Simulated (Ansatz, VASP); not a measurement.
YN: VASP beside Ansatz

INCAR

```
ALGO     = Normal         # electronic algorithm
EDIFF    = 1E-8           # SCF threshold, eV
ENCUT    = 520            # plane-wave cutoff, eV
GGA      = PE             # functional
GGA_COMPAT= False        
ISIF     = 2              # what is computed and relaxed
ISMEAR   = -1             # smearing method
LASPH    = True           # aspherical terms in the spheres
LCHARG   = False          # write CHGCAR
LEFG     = True         
LREAL    = False          # projectors in reciprocal space
LWAVE    = False          # write WAVECAR
NBANDS   = 15             # bands
NELM     = 120            # most SCF steps
PREC     = Accurate       # precision mode
SIGMA    = 0.03           # smearing width, eV
```

Contents of KPOINTS:

```
k-points
0
Gamma
  9 9 9
```

File POSCAR:

```
YN
1.0
    0.0000000000      2.4385000000      2.4385000000
    2.4385000000      0.0000000000      2.4385000000
    2.4385000000      2.4385000000      0.0000000000
Y N
1 1
Direct
    0.0000000000      0.0000000000      0.0000000000
    0.5000000000      0.5000000000      0.5000000000
```

Input for Ansatz:

```yaml
crystal:
  lattice:
    - [0.0, 2.4385, 2.4385]
    - [2.4385, 0.0, 2.4385]
    - [2.4385, 2.4385, 0.0]
  atoms:
    - { symbol: "Y", position: [0.0, 0.0, 0.0] }
    - { symbol: "N", position: [0.5, 0.5, 0.5] }
kpoints:
  mp_grid: { grid: [9, 9, 9] }
  band_path:
    path:
      - [0.0, 0.0, 0.0]
      - [0.5, 0.0, 0.5]
      - [0.625, 0.25, 0.625]
      - [0.375, 0.375, 0.75]
      - [0.0, 0.0, 0.0]
      - [0.5, 0.5, 0.5]
      - [0.5, 0.25, 0.75]
      - [0.5, 0.0, 0.5]
    npoints: 8
scf:
  occupations: { method: fermi_dirac, width: 0.03 }
hamiltonian:
  xc: pbe
  pseudopotentials: { kind: paw }
output:
  forces: true
  stress: true
  eigenvalues: true
  efg: { contact_densities: true }
  populations: true
  bader: true
  dos: { projected: true, de: 0.2, e_range: [-14, 8] }
```

Alike in both runs: task electric field gradients; functional PBE; k mesh 9 × 9 × 9; occupations fermi-dirac, width 0.03 eV; no spin polarisation.

|  | VASP | Ansatz |
| --- | --- | --- |
| version | VASP 6.6.1 | Ansatz 0.2.0 |
| potentials or method | VASP PAW PBE potentials, release 64 (Y_sv, N) | PAW with Ansatz's default frozen-core files, scalar-relativistic |
| plane-wave cutoff (eV) | 520 | 420 |
| valence electrons in the cell | 16 | 16 |

Ansatz gave:

| Quantity | Value |
| --- | --- |
| pressure (GPa) | 3.0 |

Problem. Which values does VASP return?

Solution. Pressure (GPa): 2.8.
